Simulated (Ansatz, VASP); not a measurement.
**LiY3 in VASP and in Ansatz**

```
CELL_PARAMETERS angstrom
6.70744 0.00000 0.00000
-3.35372 5.80881 0.00000
0.00000 0.00000 5.41421
ATOMIC_POSITIONS crystal
Y 0.83300 0.16700 0.25000
Y 0.66600 0.83300 0.75000
Y 0.83300 0.66600 0.25000
Y 0.16700 0.83300 0.75000
Y 0.33400 0.16700 0.25000
Y 0.16700 0.33400 0.75000
Li 0.33330 0.66670 0.25000
Li 0.66660 0.33330 0.75000
```

Alike in both runs: task single point; functional PBE; k mesh 6 × 6 × 6; occupations fermi-dirac, width 0.0107 eV; no spin polarisation.

```csv
,VASP,Ansatz
version,VASP 6.6.1,Ansatz 0.2.0
potentials or method,"VASP PAW PBE potentials, release 64 (Y_sv, Li_sv), cutoff 520 eV",PAW plane waves
valence electrons in the cell,72,72
```

```tsv
	VASP	Ansatz	Ansatz less VASP
rms of the force components (eV/Å)	0.157	0.160	+0.0037
```

Atom by atom the forces differ by 0.004 eV/Å (rms over components). The functional is the same, so the differences come from potentials, cutoffs and numerics. Ansatz's warnings: structure snapped to symmetry.

Noted on VASP's run: the cutoff is short for stress, so the pressure is rough.
